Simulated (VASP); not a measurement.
PbO:

```
Pb O
1.0
     4.03437    0.00000    0.00000
     0.00000    4.03437    0.00000
     0.00000    0.00000    4.99387
Pb O
2 2
Direct
  0.00000 0.50000 0.23772
  0.50000 0.00000 0.76228
  0.00000 0.00000 0.00000
  0.50000 0.50000 0.00000
```

- Program: VASP 6.6.1
- Task: relaxation of cell and atoms
- Functional: r2SCAN
- Dispersion: rVV10
- Potentials or basis: VASP PAW PBE potentials, release 64 (Pb_d, O)
- Cutoff: 600 eV
- k mesh: 6 × 6 × 6
- Occupations: fermi-dirac, width 0.02 eV
- Spin: no spin polarisation

At the start: pressure -2.0 GPa; volume 20.32 Å³/atom.

Question: How do energy, volume and symmetry change on relaxing?

Answer: Over 6 steps the energy falls by 3.3 meV/atom and the volume is 19.84 Å³/atom (-2.4 %); space group P4/nmm (No. 129, to 0.1 Å) before and after.

The path:
```tsv
step	energy change (eV)	largest force (eV/Å)	pressure (GPa)	volume (Å³)
1	0.0000	0.2555	-2.00	81.28
2	-0.0005	0.4481	1.96	78.33
3	-0.0117	0.0907	-0.09	79.76
4	-0.0127	0.0480	-0.06	79.57
5	-0.0131	0.0076	0.00	79.34
6	-0.0131	0.0007	0.00	79.37
```

Final structure:
```cif
data_structure
_symmetry_space_group_name_H-M 'P 1'
_symmetry_Int_Tables_number 1
_cell_length_a 3.9903
_cell_length_b 3.9903
_cell_length_c 4.9847
_cell_angle_alpha 90.000
_cell_angle_beta 90.000
_cell_angle_gamma 90.000
_cell_volume 79.37
loop_
_atom_site_label
_atom_site_type_symbol
_atom_site_fract_x
_atom_site_fract_y
_atom_site_fract_z
_atom_site_occupancy
Pb1 Pb 0.00000 0.50000 0.23801 1
Pb2 Pb 0.50000 0.00000 0.76199 1
O1 O 0.00000 0.00000 0.00000 1
O2 O 0.50000 0.50000 0.00000 1
```

Caveat: the PAW data sets were made with another functional, which shifts forces and pressure a little.
